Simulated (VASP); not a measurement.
**BaS: single point with PBE**

Crystal: BaS.

```xyz
2
Lattice="0.0000 3.3194 3.2118 3.3194 0.0000 3.2118 3.3194 3.3194 0.0000" Properties=species:S:1:pos:R:3 pbc="T T T"
Ba    0.0000    0.0000    0.0000
S     3.3194    3.3194    3.2118
```

This cell differs from its parent crystal: biaxial xy strain +3.4%.

* Program: VASP 6.6.1
* Task: single point
* Functional: PBE
* Potentials or basis: VASP PAW PBE potentials, release 64 (Ba_sv, S)
* Cutoff: 520 eV
* k mesh: 8 × 8 × 8
* Occupations: fermi-dirac, width 0.02 eV
* Spin: no spin polarisation
* Dipole correction: no
* Further INCAR settings: ALGO = Normal; EDIFF = 1e-06; NBANDS = 15

```
Pressure               : -1.8 GPa
Band gap on the k mesh : 2.16 eV (least direct gap 2.34 eV)
```

Stress tensor (GPa, compression positive):
```
-2.42  0.00  0.00
 0.00 -2.42  0.00
 0.00  0.00 -0.46
```

Levels at points of the mesh, in eV from the valence-band top:
```
           k point  band 6  band 7  band 8  band 9  band 10  band 11
(0.00, 0.00, 0.00)   -0.08   -0.08    0.00    3.12     3.72     3.72
(0.50, 0.00, 0.00)   -1.82   -1.01   -0.99    5.20     5.37     5.91
(0.50, 0.50, 0.00)   -0.56   -0.27   -0.27    2.16     5.50     5.70
(0.50, 0.00, 0.50)   -0.70   -0.25   -0.16    2.18     5.37     5.75
```

It took 46 s on 1 thread of Intel(R) Xeon(R) Platinum 8259CL CPU @ 2.50GHz (Skylake/Cascade Lake), on a shared host, peak memory 0.24 GiB.

Caveat: the cell differs from its parent crystal (biaxial xy strain +3.4%); spin-orbit coupling is left out, which moves the levels of the heavy elements. A k mesh can miss the band edges.
